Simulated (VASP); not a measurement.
# Fe (P6_3/mmc) in VASP: notebook

The runs below take Fe through single point, with BLYP.

Everything below comes from runs of VASP 6.6.1. Logs are shortened: lines on timing, memory, paths and dates and some standing lists are left out, and cuts for length are marked.

## Step 1: The cell of the first run

The structure is hexagonal, space group P6_3/mmc (No. 194). Conventional cell: a = 2.392 Å, b = 2.392 Å, c = 3.773 Å, α = 90.00°, β = 90.00°, γ = 120.00°. Fe (site symmetry -6m2) has 12 Fe at 2.34 to 2.39 Å within 3.1 Å.

This isn't the form of Fe at room conditions, which is bcc.

## Step 2: Single point, BLYP (9.35 Å³/atom)

The input, INCAR:

```
AGGAC = 1.0
AGGAX = 1.0
ALDAC = 0.0
ALDAX = 1.0
ALGO = Normal
EDIFF = 1E-6
ENCUT = 520
GGA = B5
ISIF = 2
ISMEAR = -1
LASPH = True
LCHARG = True
LELF = True
LREAL = False
LVHAR = True
LWAVE = False
NBANDS = 15
NELM = 60
PREC = Accurate
SIGMA = 0.1
```

The input, KPOINTS:

```
k-points
0
Gamma
  16 16 9
```

The input, POSCAR:

```
Fe
1.0
    2.3923683651      0.0000000000      0.0000000000
   -1.1961841826      2.0718517794      0.0000000000
    0.0000000000      0.0000000000      3.7728183795
Fe
2
Direct
    0.3333333333      0.6666666667      0.2500000000
    0.6666666667      0.3333333333      0.7500000000
```

Potentials or basis: VASP PAW PBE potentials, release 64 (Fe).

Run with:

```
$ cat potpaw_PBE.64/Fe/POTCAR > POTCAR
$ mpirun -np 1 vasp_std > vasp.out
```

OUTCAR:

```text
EDIFF = 1E-6
   ENCUT = 520
   GGA = B5
   ISIF = 2
   ISMEAR = -1
   LASPH = True
   LREAL = False
   NELM = 60
   PREC = Accurate

 ion  position               nearest neighbor table
   1  0.333  0.667  0.250-   2 2.34   2 2.34   2 2.34   2 2.34   2 2.34   2 2.34
   2  0.667  0.333  0.750-   1 2.34   1 2.34   1 2.34   1 2.34   1 2.34   1 2.34

  LATTYP: Found a hexagonal cell.
 ALAT       =     2.3923683651
 C/A-ratio  =     1.5770223493

  Lattice vectors:

 A1 = (   2.3923683651,   0.0000000000,   0.0000000000)
 A2 = (  -1.1961841826,   2.0718517794,   0.0000000000)
 A3 = (   0.0000000000,   0.0000000000,   3.7728183795)

Analysis of symmetry for initial positions (statically):
=====================================================================
 Subroutine PRICEL returns:
 Original cell was already a primitive cell.

 Routine SETGRP: Setting up the symmetry group for a
 hexagonal supercell.

 Subroutine GETGRP returns: Found 24 space group operations
 (whereof 12 operations were pure point group operations)
 out of a pool of 24 trial point group operations.

The static configuration has the point symmetry D_3d.
 The point group associated with its full space group is D_6h.

Analysis of symmetry for dynamics (positions and initial velocities):
=====================================================================
 Subroutine PRICEL returns:
 Original cell was already a primitive cell.

 Routine SETGRP: Setting up the symmetry group for a
 hexagonal supercell.

 Subroutine GETGRP returns: Found 24 space group operations
 (whereof 12 operations were pure point group operations)
 out of a pool of 24 trial point group operations.

The dynamic configuration has the point symmetry D_3d.
 The point group associated with its full space group is D_6h.

 Subroutine INISYM returns: Found 24 space group operations
 (whereof 12 operations are pure point group operations),
 and found     1 'primitive' translations

----------------------------------------------------------------------------------------

                                     Primitive cell

  volume of cell :      18.7005

  direct lattice vectors                    reciprocal lattice vectors
     2.392368365  0.000000000  0.000000000     0.417995830  0.241330005  0.000000000
    -1.196184183  2.071851779  0.000000000     0.000000000  0.482660010  0.000000000
     0.000000000  0.000000000  3.772818379     0.000000000  0.000000000  0.265053840

  length of vectors
     2.392368365  2.392368365  3.772818379     0.482660010  0.482660010  0.265053840

  position of ions in fractional coordinates (direct lattice)
     0.333333333  0.666666667  0.250000000
     0.666666667  0.333333333  0.750000000

  ion indices of the primitive-cell ions
   primitive index   ion index
                 1           1
                 2           2

----------------------------------------------------------------------------------------

 KPOINTS: k-points

Automatic generation of k-mesh.
 Grid dimensions read from file:
 generate k-points for:   16   16    9

 Generating k-lattice:

  Cartesian coordinates                     Fractional coordinates (reciprocal lattice)
     0.026124739  0.015083125  0.000000000     0.062500000  0.000000000  0.000000000
     0.000000000  0.030166251  0.000000000     0.000000000  0.062500000  0.000000000
     0.000000000  0.000000000  0.029450427     0.000000000  0.000000000  0.111111111

  Length of vectors
     0.030166251  0.030166251  0.029450427

  Shift w.r.t. Gamma in fractional coordinates (k-lattice)
     0.000000000  0.000000000  0.000000000

 Subroutine IBZKPT returns following result:
 ===========================================

 Found    150 irreducible k-points:

 Following reciprocal coordinates:
            Coordinates               Weight
  0.000000  0.000000  0.000000      1.000000
  0.062500  0.000000  0.000000      6.000000
  0.125000  0.000000  0.000000      6.000000
  0.187500  0.000000  0.000000      6.000000
  0.250000  0.000000  0.000000      6.000000
  0.312500  0.000000  0.000000      6.000000
[... 16 lines left out ...]
  0.187500  0.187500  0.000000      6.000000
  0.250000  0.187500  0.000000     12.000000
 [... further k-points ...]
   k-points           NKPTS =    150   k-points in BZ     NKDIM =    150   number of bands    NBANDS=     15
   number of dos      NEDOS =    301   number of ions     NIONS =      2
   total plane-waves  NPLWV =   9072
   dimension x,y,z NGX =    18 NGY =   18 NGZ =   28
   dimension x,y,z NGXF=    36 NGYF=   36 NGZF=   56
   ions per type =               2
   NGX,Y,Z   is equivalent  to a cutoff of  12.51, 12.51, 12.34 a.u.
   NGXF,Y,Z  is equivalent  to a cutoff of  25.02, 25.02, 24.68 a.u.
 SYSTEM =  unknown system
   PREC   = accura    normal or accurate (medium, high low for compatibility)
   ISTART =      0    job   : 0-new  1-cont  2-samecut
   ICHARG =      2    charge: 1-file 2-atom 10-const
   ISPIN  =      1    spin polarized calculation?
   LNONCOLLINEAR =      F non collinear calculations
   LSORBIT =      F    spin-orbit coupling
   LASPH  =      T    aspherical Exc in radial PAW
   ENCUT  =  520.0 eV  38.22 Ry    6.18 a.u.   4.45  4.45  7.01*2*pi/ulx,y,z
   NELM   =     60;   NELMIN=  2; NELMDL= -5     # of ELM steps
   EDIFF  = 0.1E-05   stopping-criterion for ELM
   LREAL  =      F    real-space projection
[... 7 lines left out ...]
   TEBEG  =    0.0;   TEEND  =   0.0 temperature during run
   PSTRESS=    0.0 pullay stress
   NELECT =      16.0000    total number of electrons
   NUPDOWN=      -1.0000    fix difference up-down
   EMIN   =  10.00;   EMAX   =-10.00  energy-range for DOS
   EFERMI =   0.00;   METHOD = LEGACY
   ISMEAR =    -1;   SIGMA  =   0.10  broadening in eV -4-tet -1-fermi 0-gaus
   EFERMI_NEDOS =   21; number of points for ismear=-14 and -15
   IALGO  =     38    algorithm
   IMIX   =      4    mixing-type and parameters
     AMIX     =   0.40;   BMIX     =  1.00
     AMIX_MAG =   1.60;   BMIX_MAG =  1.00
  volume/ion in A,a.u.               =       9.35        63.10
  Fermi-wavevector in a.u.,A,eV,Ry     =   1.554166  2.936947 32.863928  2.415431
  Thomas-Fermi vector in A             =   2.658291
   LORBIT       =      0    0 simple, 1 ext, 2 COOP (PROOUT), +10 PAW based schemes
   GGA     = B5    functional components
   LHFCALC =     F    Hartree Fock is set to
   AEXX    =    0.0000 exact exchange contribution
   IVDW    =     0    specifies the selected vdW correction
   LEPSILON=     F    determine dielectric tensor
   LRPA    =     F    only Hartree local field effects (RPA)
 non-spin polarized calculation
  energy-cutoff  :      520.00
  volume of cell :       18.70
 maximum number of plane-waves:       525
 NGX is ok and might be reduce to    18
   NGX =  9   NGY =  9   NGZ = 15

 number of electron      15.9999999 magnetization

 Free energy of the ion-electron system (eV)
  ---------------------------------------------------
  ext. energy  EPLUGINS =         0.00000000
  ---------------------------------------------------
  free energy    TOTEN  =       -13.84546364 eV

  energy without entropy =      -13.77082092  energy(sigma->0) =      -13.80814228

 E-fermi :   8.4332     XC(G=0): -13.6481

 val. band max:        8.4190174592   @ k =   0.3750   0.1250   0.3333
 cond. band min:       8.4379838098   @ k =   0.3125   0.0000   0.1111
 fundamental gap:      0.0189663506
 Fermi energy:         8.4331865257

 k-point     1 :       0.0000    0.0000    0.0000
  band No.  band energies     occupation
      1      -0.7651      2.00000
      2       3.0174      2.00000
      3       6.5474      2.00000
      4       6.5474      2.00000
      5       6.7156      2.00000
      6       7.0799      2.00000
      7       7.0799      2.00000
      8       7.4475      1.99990
      9       7.4475      1.99990
     10       9.2331      0.00067
     11       9.2331      0.00067
     12       9.3368      0.00024
     13      18.2557      0.00000
     14      31.3959      0.00000
     15      35.2850      0.00000

 k-point     2 :       0.0625    0.0000    0.0000
  band No.  band energies     occupation
      1      -0.6090      2.00000
      2       3.1203      2.00000
      3       6.3271      2.00000
      4       6.6398      2.00000
      5       6.9000      2.00000
      6       7.0354      2.00000
      7       7.1609      1.99999
      8       7.3366      1.99997
      9       7.3831      1.99994
     10       8.1935      1.83324
     11       9.2650      0.00049
     12      10.5700      0.00000
     13      18.2606      0.00000
     14      30.8860      0.00000
     15      33.7233      0.00000

 k-point     3 :       0.1250    0.0000    0.0000
  band No.  band energies     occupation
      1      -0.1529      2.00000
      2       3.3994      2.00000
      3       5.9953      2.00000
      4       6.7751      2.00000
      5       6.8860      2.00000
      6       6.9090      2.00000
      7       7.1938      1.99999
      8       7.2128      1.99999
      9       7.3954      1.99994
     10       7.6042      1.99950
     11       9.3434      0.00022
     12      11.9744      0.00000
     13      18.2810      0.00000
     14      28.9625      0.00000
     15      32.5072      0.00000
[... 343 lines left out ...]
 k-point    23 :       0.1875    0.1875    0.0000
  band No.  band energies     occupation
      1       2.7095      2.00000
      2       4.4441      2.00000
      3       4.6129      2.00000
      4       4.8233      2.00000
      5       6.2161      2.00000
      6       6.7968      2.00000
      7       7.1313      2.00000
      8       7.9977      1.97465
      9       8.7424      0.08690
     10       9.4363      0.00009
     11       9.4825      0.00006
     12      17.1125      0.00000
     13      18.7117      0.00000
     14      22.2965      0.00000
     15      23.1649      0.00000

 k-point    24 :       0.2500    0.1875    0.0000
  band No.  band energies     occupation
      1       3.5137      2.00000
      2       4.2652      2.00000
      3       4.3609      2.00000
      4       4.8528      2.00000
      5       6.0844      2.00000
      6       6.9264      2.00000
      7       6.9978      2.00000
      8       8.3095      1.55006
      9       9.1867      0.00107
     10       9.4821      0.00006
     11      10.2917      0.00000
     12      18.5060      0.00000
     13      18.6749      0.00000
     14      20.6109      0.00000
     15      22.1203      0.00000

 [... further k-points ...]

------------------------ aborting loop because EDIFF is reached ----------------------------------------

  FORCE on cell =-STRESS in cart. coord.  units (eV):
  Direction    XX          YY          ZZ          XY          YZ          ZX
  --------------------------------------------------------------------------------------
  -------------------------------------------------------------------------------------
  Total        5.0519319      5.0519319      5.2752523     -0.0000000      0.0000000      0.0000000
  in kB      432.8280908    432.8280908    451.9612314     -0.0000000      0.0000000      0.0000000
  external PRESSURE =     439.2058044 kB  Pullay stress =       0.0000000 kB

 VOLUME and BASIS-vectors are now :
 -----------------------------------------------------------------------------
  energy-cutoff  :      520.00
  volume of cell :       18.70
      direct lattice vectors                 reciprocal lattice vectors
     2.392368365  0.000000000  0.000000000     0.417995830  0.241330005  0.000000000
    -1.196184183  2.071851779  0.000000000     0.000000000  0.482660010  0.000000000
     0.000000000  0.000000000  3.772818379     0.000000000  0.000000000  0.265053840

 POSITION                                       TOTAL-FORCE (eV/Angst)
 -----------------------------------------------------------------------------------
     -0.00000      1.38123      0.94320         0.000000     -0.000000      0.000000
      1.19618      0.69062      2.82961        -0.000000      0.000000      0.000000
 -----------------------------------------------------------------------------------
    total drift:                                0.000000     -0.000000     -0.000000

  FREE ENERGIE OF THE ION-ELECTRON SYSTEM (eV)
  ---------------------------------------------------
  free  energy   TOTEN  =       -13.8454636398 eV

  energy  without entropy=      -13.7708209176  energy(sigma->0) =      -13.80814228
```

It took 26 s on 1 thread of Intel Xeon 6975P-C (Granite Rapids), shared host; peak memory 0.15 GiB.

Results:

```
Free energy            : -13.8455 eV
Pressure               : 43.9 GPa
Band gap on the k mesh : zero (bands 8 and 9 overlap by 2.13 eV)
```

Stress tensor (GPa, compression positive):
```
43.28  0.00  0.00
 0.00 43.28  0.00
 0.00  0.00 45.20
```

Levels at points of the mesh, in eV from the Fermi level:
```tsv
k point	band 4	band 5	band 6	band 7	band 8	band 9	band 10	band 11	band 12	band 13
(0.00, 0.00, 0.00)	-1.89	-1.72	-1.35	-1.35	-0.99	-0.99	0.80	0.80	0.90	9.82
(0.50, 0.00, 0.00)	-2.24	-2.07	-1.68	-1.18	0.91	1.18	1.23	3.08	5.46	12.31
```

Caveat: the cell stands under pressure; the PAW data sets were made with another functional, which shifts forces and pressure a little; the run has no spin polarisation, though such a crystal can be magnetic. Spin polarisation is off, so any magnetic state and its effect on volume and gap are missing.

(Part 1 of 2 ends here.)
